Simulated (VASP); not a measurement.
Set up this calculation in VASP 6.6.1, as the native input.

```yaml
Task: single point
Functional: PBE
Potentials_or_basis: VASP PAW PBE potentials, release 64 (Ta_pv, Si, F)
Cutoff: 520 eV
k_mesh: 6 × 6 × 4
Occupations: gaussian, width 0.1 eV
Spin: no spin polarisation
Dipole_correction: no
Further_INCAR_settings: ALGO = Normal; EDIFF = 1e-07; NBANDS = 18
```

The structure of TaSiF lies in POSCAR:

```
TaSiF
1.0
    3.0319864380      0.0000000000      0.0000000000
    0.0000000000      3.0319864380      0.0000000000
    0.0000000000      0.0000000000      5.4389099803
Ta Si F
1 1 1
Direct
    0.0000000000      0.0000000000      0.0000000000
    0.0000000000      0.0000000000      0.5000000000
    0.5000000000      0.5000000000      0.5000000000
```

The input as run:

INCAR

```
PREC     = Accurate       # precision mode
ENCUT    = 520            # plane-wave cutoff, eV
EDIFF    = 1E-7           # SCF threshold, eV
ISMEAR   = 0              # smearing method
SIGMA    = 0.1            # smearing width, eV
LREAL    = F              # projectors in reciprocal space
LASPH    = T              # aspherical terms in the spheres
NELM     = 60             # most SCF steps
ALGO     = Normal         # electronic algorithm
ISIF     = 2              # what is computed and relaxed
LWAVE    = F              # write WAVECAR
LCHARG   = F              # write CHGCAR
GGA      = PE             # functional
NBANDS   = 18             # bands
```

KPOINTS

```
regular mesh
0
Gamma
  6 6 4
```

Potentials or basis: VASP PAW PBE potentials, release 64 (Ta_pv, Si, F).

The run is started by

```sh
$ cat potpaw_PBE.64/Ta_pv/POTCAR potpaw_PBE.64/Si/POTCAR potpaw_PBE.64/F/POTCAR > POTCAR
$ mpirun -np 1 vasp_std > vasp.out
```

Results of the run:

```yaml
Pressure: -0.1 GPa
Band_gap_on_the_k_mesh: zero (band 11 reaches 5.19 eV, above the bottom of band 12 at 4.50 eV)
```

Caveat: spin-orbit coupling is left out, which moves the levels of the heavy elements.

It took 9.3 s on 1 thread of Intel(R) Xeon(R) 6975P-C (Granite Rapids) (shared host), peak memory 0.17 GiB.
